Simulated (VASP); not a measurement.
# NaCl (P1) in VASP: further runs, part 2 of 2

VASP 6.6.1. Earlier steps stand in the parts before.

## 3. Single point, PBEsol (atoms moved at random and the cell strained at random)

File INCAR:

```
SYSTEM = NaCl
  ALGO = Normal
  EDIFF = 1E-7
  ENCUT = 520
  GGA = PS
  ISIF = 2
  ISMEAR = 0
  LASPH = .TRUE.
  LCHARG = .TRUE.
  LELF = .TRUE.
  LREAL = .FALSE.
  LVHAR = .TRUE.
  LWAVE = .FALSE.
  NBANDS = 14
  NELM = 100
  PREC = Accurate
  SIGMA = 0.02
```

File KPOINTS:

```
k-points
0
G
  6 6 6
  0 0 0
```

File POSCAR:

```
NaCl
1.0
    3.5322037683     -0.0269668630      0.0044477813
   -0.0269668630      3.5324839435     -0.0350219000
    0.0044477813     -0.0350219000      3.5456871998
Na Cl
1 1
Direct
   -0.0258723827     -0.0606192125      0.0274142751
    0.5258723827      0.5606192125      0.4725857249
```

Potentials or basis: VASP PAW PBE potentials, release 64 (Na_pv, Cl).

Started as:

```
$ cat potpaw_PBE.64/Na_pv/POTCAR potpaw_PBE.64/Cl/POTCAR > POTCAR
$ mpirun -np 1 vasp_std > vasp.out
```

OUTCAR:

```text
SYSTEM = NaCl
   EDIFF = 1E-7
   ENCUT = 520
   GGA = PS
   ISIF = 2
   ISMEAR = 0
   LASPH = .TRUE.
   LREAL = .FALSE.
   NELM = 100
   PREC = Accurate

 ion  position               nearest neighbor table
   1  0.974  0.939  0.027-   2 2.61
   2  0.526  0.561  0.473-   1 2.61

  LATTYP: Found a triclinic cell.
 ALAT       =     3.5458629465
 B/A-ratio  =     1.4096851023
 C/A-ratio  =     1.7089092583
 COS(alpha) =     0.0012740884
 COS(beta)  =     0.5751349759
 COS(gamma) =     0.7075488432

[... 587 lines left out ...]
      7      -0.0331      2.00000
      8       7.4677      0.00000
      9       7.7313      0.00000
     10      10.8470      0.00000
     11      11.0070      0.00000
     12      12.2205      0.00000
     13      15.0783      0.00000
     14      15.5762      0.00000

 [... further k-points ...]
[... 5 lines left out ...]
  --------------------------------------------------------------------------------------
  -------------------------------------------------------------------------------------
  Total        0.0053013      0.0287571     -0.0384861      0.2967042     -0.3381505     -0.2150474
  in kB        0.1920157      1.0415936     -1.3939785     10.7467295    -12.2479301     -7.7890918
  external PRESSURE =      -0.0534564 kB  Pullay stress =       0.0000000 kB

 VOLUME and BASIS-vectors are now :
 -----------------------------------------------------------------------------
  energy-cutoff  :      520.00
  volume of cell :       44.23
      direct lattice vectors                 reciprocal lattice vectors
     3.532203768 -0.026966863  0.004447781     0.283126271  0.002158067 -0.000333843
    -0.026966863  3.532483943 -0.035021900     0.002158067  0.283131094  0.002793870
     0.004447781 -0.035021900  3.545687200    -0.000333843  0.002793870  0.282060790

 POSITION                                       TOTAL-FORCE (eV/Angst)
 -----------------------------------------------------------------------------------
      3.41561      3.29112      0.06864         0.201685      0.208328     -0.163097
      1.84447      1.94965      1.65835        -0.201685     -0.208328      0.163097
 -----------------------------------------------------------------------------------
    total drift:                               -0.000196     -0.000359     -0.000130

  FREE ENERGIE OF THE ION-ELECTRON SYSTEM (eV)
  ---------------------------------------------------
  free  energy   TOTEN  =        -6.6613633870 eV

  energy  without entropy=       -6.6613633870  energy(sigma->0) =       -6.66136339
```

OSZICAR:

```text
N       E                     dE             d eps       ncg     rms          rms(c)
DAV:   1     0.919243776218E+02    0.91924E+02   -0.60654E+03  3136   0.104E+03
DAV:   2     0.814635978189E+00   -0.91110E+02   -0.83097E+02  3494   0.258E+02
DAV:   3    -0.678103568318E+01   -0.75957E+01   -0.75444E+01  4030   0.683E+01
DAV:   4    -0.690214071712E+01   -0.12111E+00   -0.12106E+00  3576   0.937E+00
DAV:   5    -0.690476391236E+01   -0.26232E-02   -0.26231E-02  4228   0.142E+00    0.221E+00
DAV:   6    -0.668932589708E+01    0.21544E+00   -0.29680E-01  3956   0.385E+00    0.147E+00
DAV:   7    -0.666091926222E+01    0.28407E-01   -0.88013E-02  4524   0.198E+00    0.989E-01
DAV:   8    -0.666151678006E+01   -0.59752E-03   -0.10760E-02  3358   0.914E-01    0.351E-01
DAV:   9    -0.666126905865E+01    0.24772E-03   -0.57146E-04  4198   0.178E-01    0.165E-01
DAV:  10    -0.666136740635E+01   -0.98348E-04   -0.26508E-04  3418   0.108E-01    0.331E-02
DAV:  11    -0.666136217024E+01    0.52361E-05   -0.25445E-05  4138   0.371E-02    0.736E-03
DAV:  12    -0.666136298266E+01   -0.81242E-06   -0.13089E-06  3598   0.871E-03    0.376E-03
DAV:  13    -0.666136347857E+01   -0.49591E-06   -0.35877E-07  4054   0.384E-03    0.291E-03
DAV:  14    -0.666136334153E+01    0.13704E-06   -0.10685E-07  3604   0.218E-03    0.106E-03
DAV:  15    -0.666136338699E+01   -0.45465E-07   -0.71039E-09  1862   0.627E-04
   1 F= -.66613634E+01 E0= -.66613634E+01  d E =-.494958E-27
```

Wall time 62 s (1 thread of Intel Xeon 6975P-C, shared host); peak memory 0.19 GiB.

What came out:

```yaml
Free_energy: -6.6614 eV
Pressure: 0.0 GPa
Largest_force: 0.333 eV/Å
Band_gap_on_the_k_mesh: 3.83 eV, indirect (least direct gap 4.28 eV)
```

Forces on the atoms (eV/Å):
```
Na   0.202  0.208 -0.163
Cl  -0.202 -0.208  0.163
```

Stress tensor (GPa, compression positive):
```
 0.02  1.07 -0.78
 1.07  0.10 -1.22
-0.78 -1.22 -0.14
```

Levels at points of the mesh, in eV from the valence-band top:
```
           k point  band 3  band 4  band 5  band 6  band 7  band 8  band 9  band 10  band 11  band 12
(0.00, 0.00, 0.00)  -21.75  -13.28   -0.54   -0.51   -0.45    3.83    8.45     8.66    14.94    15.22
(0.50, 0.00, 0.00)  -21.75  -12.94   -2.87   -0.31   -0.21    6.78    8.18    10.25    11.33    12.08
(0.00, 0.50, 0.00)  -21.75  -12.95   -2.81   -0.31   -0.27    6.80    8.28    10.09    11.65    11.93
(0.50, 0.50, 0.00)  -21.75  -12.69   -2.23   -2.15   -0.08    5.46    9.70    10.68    11.15    12.51
(0.00, 0.00, 0.50)  -21.75  -12.95   -2.87   -0.31   -0.20    6.79    8.16    10.22    11.45    12.06
(0.50, 0.00, 0.50)  -21.76  -12.70   -2.23   -2.22    0.00    5.52    9.86    10.73    10.84    12.81
(0.00, 0.50, 0.50)  -21.75  -12.70   -2.24   -2.16   -0.06    5.44    9.71    10.81    11.01    12.64
(0.50, 0.50, 0.50)  -21.78  -12.45   -1.83   -1.82   -1.75    6.99    7.13     7.29    11.17    15.49
```

Caveat: the cell differs from its parent crystal (atoms moved at random and the cell strained at random); the PAW data sets were made with another functional, which shifts forces and pressure a little.

## 4. Single point, PBEsol (one atom moved)

File INCAR:

```
SYSTEM = NaCl
PREC = Accurate
ENCUT = 520
EDIFF = 1E-6
ISMEAR = 0
SIGMA = 0.02
LREAL = .FALSE.
LASPH = .TRUE.
NELM = 60
ALGO = Normal
ISIF = 2
LWAVE = .FALSE.
LCHARG = .FALSE.
GGA = PS
NBANDS = 14
```

File KPOINTS:

```
regular mesh
0
G
  6 6 6
  0 0 0
```

File POSCAR:

```
NaCl
1.0
    3.5021900000      0.0000000000      0.0000000000
    0.0000000000      3.5021900000      0.0000000000
    0.0000000000      0.0000000000      3.5021900000
Na Cl
1 1
Direct
    0.0000000000      0.0000000000      0.0000000000
    0.4810290133      0.5581236312      0.4802751992
```

Started as:

```
$ cat potpaw_PBE.64/Na_pv/POTCAR potpaw_PBE.64/Cl/POTCAR > POTCAR
$ mpirun -np 1 vasp_std > vasp.out
```

It took 33 s on 1 thread of Intel Xeon Platinum 8488C (Sapphire Rapids), shared host; peak memory 0.19 GiB.

Results (log left out):

```yaml
Free_energy: -6.7143 eV
Pressure: -0.8 GPa
Largest_force: 0.082 eV/Å
Band_gap_on_the_k_mesh: 3.85 eV, indirect (least direct gap 4.35 eV)
```

Forces in eV/Å, atoms in the order of the input:
```
Na  -0.031  0.070 -0.032
Cl   0.031 -0.070  0.032
```

Stress tensor (GPa, compression positive):
```
-0.86 -0.19  0.08
-0.19 -0.81 -0.20
 0.08 -0.20 -0.86
```

Levels at points of the mesh, in eV from the valence-band top:
```csv
k point,band 4,band 5,band 6,band 7,band 8,band 9,band 10,band 11
"(0.00, 0.00, 0.00)",-13.37,-0.51,-0.51,-0.50,3.85,8.41,8.46,15.48
"(0.50, 0.00, 0.00)",-13.01,-3.00,-0.27,-0.25,6.77,8.45,10.34,11.66
"(0.00, 0.50, 0.00)",-13.01,-2.99,-0.27,-0.27,6.77,8.49,10.30,11.75
"(0.00, 0.00, 0.50)",-13.01,-3.00,-0.27,-0.25,6.77,8.45,10.34,11.66
"(0.50, 0.50, 0.00)",-12.74,-2.31,-2.29,-0.02,5.42,9.74,10.88,10.97
"(0.00, 0.50, 0.50)",-12.74,-2.31,-2.29,-0.02,5.42,9.74,10.88,10.97
"(0.50, 0.00, 0.50)",-12.74,-2.31,-2.31,0.00,5.45,9.78,10.87,10.89
"(0.50, 0.50, 0.50)",-12.46,-1.89,-1.89,-1.87,6.98,6.99,7.03,11.60
```

Caveat: the cell differs from its parent crystal (one atom moved); the PAW data sets were made with another functional, which shifts forces and pressure a little. A k mesh can miss the band edges.

## 5. Summary

```tsv
cell	gap on the mesh (eV)	pressure (GPa)	largest force (eV/Å)
a = 3.398, b = 3.401, c = 3.416 Å, angles 90.0, 90.0, 90.6°, 2 atoms	4.14	2.0	0.25
a = 3.532, b = 3.533, c = 3.546 Å, angles 91.1, 89.9, 90.9°, 2 atoms	3.83	0.0	0.33
a = 3.502 Å, 2 atoms	3.85	-0.8	0.08
```

Alike in all rows: task single point; level PBEsol; potentials or basis VASP PAW PBE potentials, release 64 (Na_pv, Cl); no spin polarisation; k mesh 6 × 6 × 6; cutoff (eV) 520; smearing gaussian 0.02 eV.

Caveats: the PAW data sets were made with another functional, which shifts forces and pressure a little.

Absolute energies hang on the potentials; compare differences alone.
